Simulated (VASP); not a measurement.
Wanted: the native input for a VASP 6.6.1 run.

| Property | Result |
| --- | --- |
| Task | single point |
| Functional | PBE |
| Potentials or basis | VASP PAW PBE potentials, release 64 (Sb, As, Se) |
| Cutoff | 520 eV |
| k mesh | 5 × 5 × 5 |
| Occupations | fermi-dirac, width 0.1 eV |
| Spin | no spin polarisation |
| Dipole correction | no |
| Further INCAR settings | ALGO = Normal; EDIFF = 1e-07; NBANDS = 38 |

The structure of Sb2AsSe2 lies in POSCAR:

```
Sb2AsSe2
1.0
    0.0000000000      4.0706170000      0.0000000000
    5.5265380000     -2.0353080000      0.0000000000
   -0.0484900000      2.0353080000    -11.6151280000
Sb As Se
4 2 4
Direct
    0.9548000000      0.7341000000      0.8245000000
    0.0452000000      0.2659000000      0.1755000000
    0.8119000000      0.2259000000      0.6021000000
    0.1881000000      0.7741000000      0.3979000000
    0.3942000000      0.7728000000      0.9844000000
    0.6058000000      0.2272000000      0.0156000000
    0.2114000000      0.1852000000      0.7624000000
    0.7886000000      0.8148000000      0.2376000000
    0.5937000000      0.7790000000      0.5916000000
    0.4063000000      0.2210000000      0.4084000000
```

One way to write it, as run:

INCAR

```
  PREC = Accurate
  ENCUT = 520
  EDIFF = 1E-7
  ISMEAR = -1
  SIGMA = 0.1
  LREAL = False
  LASPH = True
  NELM = 60
  ALGO = Normal
  ISIF = 2
  LWAVE = False
  LCHARG = False
  GGA = PE
  NBANDS = 38
```

KPOINTS

```
regular mesh
0
Gamma
  5 5 5
```

Potentials or basis: VASP PAW PBE potentials, release 64 (Sb, As, Se).

Command:

```bash
$ cat potpaw_PBE.64/Sb/POTCAR potpaw_PBE.64/As/POTCAR potpaw_PBE.64/Se/POTCAR > POTCAR
$ mpirun -np 1 vasp_std > vasp.out
```

Results of the run:

```yaml
Pressure: 3.3 GPa
Largest_force: 1.441 eV/Å
Band_gap_on_the_k_mesh: 0.39 eV (least direct gap 0.45 eV)
```

Caveat: the cell stands under pressure; semilocal functionals underestimate gaps, and a narrow one can read as zero; spin-orbit coupling is left out, which moves the levels of the heavy elements; forces of over 1 eV/Å act on the atoms, so gaps and moduli don't describe the material at rest.

It took 7.6 min on 1 thread of Intel(R) Xeon(R) Platinum 8259CL CPU @ 2.50GHz (Skylake/Cascade Lake), on a shared host, peak memory 0.55 GiB.
